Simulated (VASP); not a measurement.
Li4TmGe, 6 atoms in the cell. Symmetry: P4/mmm, No. 123, tetragonal system. Conventional cell: a = 4.089 Å, b = 4.089 Å, c = 7.660 Å, α = 90.00°, β = 90.00°, γ = 90.00°. Li (site symmetry 2mm) has 5 Li at 2.85 to 2.89 Å and 2 Tm at 3.16 Å and 2 Ge at 3.16 Å within 3.8 Å. Tm (site symmetry 4/mmm) has 4 Ge at 2.89 Å and 8 Li at 3.16 Å within 3.8 Å. Within 3.8 Å of Ge (site symmetry 4/mmm) lie 4 Tm at 2.89 Å and 8 Li at 3.16 Å. The cell was built from a structure type or drawn by symmetry, and may not be a known phase.

| Item | Value |
| --- | --- |
| Program | VASP 6.6.1 |
| Task | single point |
| Functional | PBE |
| Potentials or basis | VASP PAW PBE potentials, release 64 (Li_sv, Tm_3, Ge_d), 4f in core |
| Cutoff | 750 eV |
| k mesh | 4 × 4 × 3 |
| Occupations | gaussian, width 0.2 eV |
| Spin | no spin polarisation |
| Dipole correction | no |
| Mended | yes |
| Further INCAR settings | ALGO = Normal; EDIFF = 1e-06; NBANDS = 26 |

Potentials or basis: VASP PAW PBE potentials, release 64 (Li_sv, Tm_3, Ge_d), 4f in core.

Command:

```bash
$ cat potpaw_PBE.64/Li_sv/POTCAR potpaw_PBE.64/Tm_3/POTCAR potpaw_PBE.64/Ge_d/POTCAR > POTCAR
$ mpirun -np 1 vasp_std > vasp.out
```

Hardware: 1 thread of AMD EPYC 9R45 96-Core Processor (Zen 5), with other jobs on the host.

Q: Estimate the wall time of this run.

A: Run time: 52 s on 1 thread of AMD EPYC 9R45 96-Core Processor (Zen 5) (shared host), peak memory 0.34 GiB. Counts: scf iterations 12, k points 12.
